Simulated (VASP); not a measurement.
Runs of VASP 6.6.1 on InP. The structure is that of space group I4/mmm (No. 139), or close to it. The cells are those of the table. 

```csv
cell,gap on the mesh (eV),pressure (GPa)
"a = 4.080, b = 4.080, c = 3.913 Å, angles 61.3, 61.3, 57.3°, 2 atoms",none,(a)
"a = 3.906, b = 3.906, c = 4.059 Å, angles 58.7, 58.7, 62.6°, 2 atoms",none,(b)
"a = 3.941, b = 3.941, c = 3.780 Å, angles 61.3, 61.3, 57.3°, 2 atoms",none,3.0
"a = 3.927, b = 3.927, c = 4.005 Å, angles 59.3, 59.3, 61.3°, 2 atoms",none,-1.6
"a = 3.888, b = 3.888, c = 4.114 Å, angles 58.1, 58.1, 63.9°, 2 atoms",none,0.2
```

Alike in all rows: task single point; level PBE; potentials or basis VASP PAW PBE potentials, release 64 (In_d, P); no spin polarisation; k mesh 20 × 20 × 20; cutoff (eV) 520; smearing gaussian 0.15 eV.

Question: Fill in the values left out.

Answer: (a) -4.0; (b) -1.0.

Caveats: spin-orbit coupling is left out, which moves the levels of the heavy elements.

A k mesh can miss the band edges, and the runs leave out spin-orbit coupling on In.

A gap of «none» marks levels without a gap at the run's occupations.
